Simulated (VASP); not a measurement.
**PtS2: single point with PBE**

PtS2:

```xyz
3
Lattice="3.5797 0.0000 0.0000 -1.7899 3.1001 0.0000 0.0000 0.0000 4.6239" Properties=species:S:1:pos:R:3 pbc="T T T"
Pt    0.0000    0.0000    0.0000
S     1.7899    1.0334    3.4189
S     0.0000    2.0667    1.2050
```

```
Program                : VASP 6.6.1
Task                   : single point
Functional             : PBE
Potentials or basis    : VASP PAW PBE potentials, release 64 (Pt, S)
Cutoff                 : 520 eV
k mesh                 : 9 × 9 × 5
Occupations            : fermi-dirac, width 0.05 eV
Spin                   : no spin polarisation
Dipole correction      : no
Further INCAR settings : ALGO = Normal; EDIFF = 1e-06; NBANDS = 18
```

| Item | Value |
| --- | --- |
| Pressure | 4.5 GPa |
| Largest force | 0.041 eV/Å |

Forces on the atoms (eV/Å):
```
Pt   0.000  0.000  0.000
S    0.000  0.000  0.041
S    0.000  0.000 -0.041
```

Stress tensor (GPa, compression positive):
```
4.47 0.00 0.00
0.00 4.47 0.00
0.00 0.00 4.69
```

Levels at points of the mesh, in eV from the Fermi level:
```tsv
k point	band 7	band 8	band 9	band 10	band 11	band 12	band 13	band 14	band 15	band 16
(0.00, 0.00, 0.00)	-4.24	-2.49	-1.60	-1.60	0.09	1.12	1.12	3.56	5.05	7.38
```

It took 47 s on 1 thread of Intel(R) Xeon(R) Platinum 8488C (Sapphire Rapids), with other jobs on the host, peak memory 0.2 GiB.

Caveat: spin-orbit coupling is left out, which moves the levels of the heavy elements.
